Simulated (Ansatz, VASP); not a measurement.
**Two plane-wave programs on Al3Cu**

File POSCAR:

```
Al3Cu
1.0
    3.9241510000      0.0000000000      0.0000000000
    0.0000000000      3.9241510000      0.0000000000
    0.0000000000      0.0000000000      3.9241510000
Al Cu
3 1
Direct
    0.0000000000      0.5000000000      0.5000000000
    0.5000000000      0.0000000000      0.5000000000
    0.5000000000      0.5000000000      0.0000000000
    0.0000000000      0.0000000000      0.0000000000
```

The input INCAR.step1:

```
SYSTEM = Al3Cu
PREC = Accurate ; ENCUT = 520
ISMEAR = 0 ; SIGMA = 0.1
LREAL = .FALSE. ; LASPH = .TRUE.
NELM = 80 ; NBANDS = 18
GGA = PE ; ALGO = Normal
EDIFF = 1E-4 ; LWAVE = .TRUE.
LCHARG = .FALSE.
```

Contents of INCAR.step2:

```
SYSTEM = Al3Cu
PREC = Accurate ; ENCUT = 520
EDIFF = 1E-6 ; ISMEAR = 0
SIGMA = 0.1 ; LREAL = .FALSE.
LASPH = .TRUE. ; NELM = 80
ALGO = Normal ; ISIF = 2
LWAVE = .FALSE. ; LCHARG = .FALSE.
METAGGA = R2SCAN ; LMIXTAU = .TRUE.
NBANDS = 18 ; ISTART = 1
```

The input KPOINTS:

```
regular mesh
0
G
  1 1 1
  0 0 0
```

Input for Ansatz:

```yaml
crystal:
  lattice:
    - [3.924151, 0.0, 0.0]
    - [0.0, 3.924151, 0.0]
    - [0.0, 0.0, 3.924151]
  atoms:
    - { symbol: Al, position: [0.0, 0.5, 0.5] }
    - { symbol: Al, position: [0.5, 0.0, 0.5] }
    - { symbol: Al, position: [0.5, 0.5, 0.0] }
    - { symbol: Cu, position: [0.0, 0.0, 0.0] }
basis:
  ecutwfc: 500
kpoints:
  mp_grid: { grid: [1, 1, 1] }
hamiltonian:
  xc: r2scan
scf:
  occupations: { method: gaussian, width: 0.1 }
output:
  forces: true
  stress: true
  eigenvalues: true
```

Alike in both runs: task single point; functional r2SCAN; k mesh 1 × 1 × 1; occupations gaussian, width 0.1 eV; no spin polarisation.

|  | VASP | Ansatz |
| --- | --- | --- |
| version | VASP 6.6.1 | Ansatz 0.2.0 |
| potentials or method | VASP PAW PBE potentials, release 64 (Al, Cu), cutoff 520 eV | scalar-relativistic, plane waves, PAW |
| valence electrons in the cell | 20 | 28 |

|  | VASP | Ansatz | Ansatz less VASP |
| --- | --- | --- | --- |
| gap on the k mesh at the Fermi level (eV) | 0.52 | 0.61 | +0.084 |
| least direct gap on the mesh (eV) | 0.52 | 0.61 | +0.084 |
| pressure (GPa) | -8.3 | -8.4 | -0.01 |

VASP's potentials were made for PBE, not for r2SCAN. VASP's potentials hold 20 valence electrons a cell and Ansatz's 28, so a difference there can come from the potentials and not from the codes.

The k mesh is coarse, so the values compare programs but aren't converged.
